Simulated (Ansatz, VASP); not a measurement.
Sr: VASP beside Ansatz

File INCAR:

```
SYSTEM = Sr
ALGO = Normal
EDIFF = 1E-6
ENCUT = 520
GGA = PE
ISIF = 2
ISMEAR = 0
IVDW = 12
LASPH = .TRUE.
LCHARG = .FALSE.
LREAL = .FALSE.
LWAVE = .FALSE.
NBANDS = 11
NELM = 100
PREC = Accurate
SIGMA = 0.03
```

Contents of KPOINTS:

```
k-points
0
G
  6 6 8
  0 0 0
```

The input POSCAR:

```
Sr
1.0
   10.9876299658      0.0000000000      0.0000000000
   -5.4938149829      9.5155666777      0.0000000000
    0.0000000000      0.0000000000      4.2000563145
Sr
1
Direct
    0.0000000000      0.0000000000      0.0000000000
```

Input for Ansatz:

```yaml
crystal:
  lattice:
    - [10.9876299658, 0.0, 0.0]
    - [-5.4938149829, 9.5155666777, 0.0]
    - [0.0, 0.0, 4.2000563145]
  atoms:
    - { symbol: Sr, position: [0.0, 0.0, 0.0] }
basis:
  ecutwfc: 420
kpoints:
  mp_grid: { grid: [6, 6, 8] }
hamiltonian:
  xc: pbe
  dispersion: d3bj
scf:
  occupations: { method: gaussian, width: 0.03 }
output:
  forces: true
  stress: true
  eigenvalues: true
```

Change from the starting cell: strain -0.0500 x Voigt [0, 0, 1, 0, 0, 0], atoms carried along.

Alike in both runs: task single point; functional PBE; dispersion D3(BJ); k mesh 6 × 6 × 8; occupations gaussian, width 0.03 eV; no spin polarisation.

|  | VASP | Ansatz |
| --- | --- | --- |
| version | VASP 6.6.1 | Ansatz 0.2.0 |
| potentials or method | VASP PAW PBE potentials, release 64 (Sr_sv), cutoff 520 eV | scalar-relativistic, plane waves, PAW |
| valence electrons in the cell | 10 | 10 |

|  | VASP | Ansatz | Ansatz less VASP |
| --- | --- | --- | --- |
| gap on the k mesh at the Fermi level (eV) | 0.19 | 0.19 | -0.004 |
| least direct gap on the mesh (eV) | 0.24 | 0.24 | -0.003 |
| pressure (GPa) | 0.2 | 0.2 | 0.00 |
| traceless stress, the component that is largest in VASP (GPa) | 0.51 | 0.51 | -0.002 |
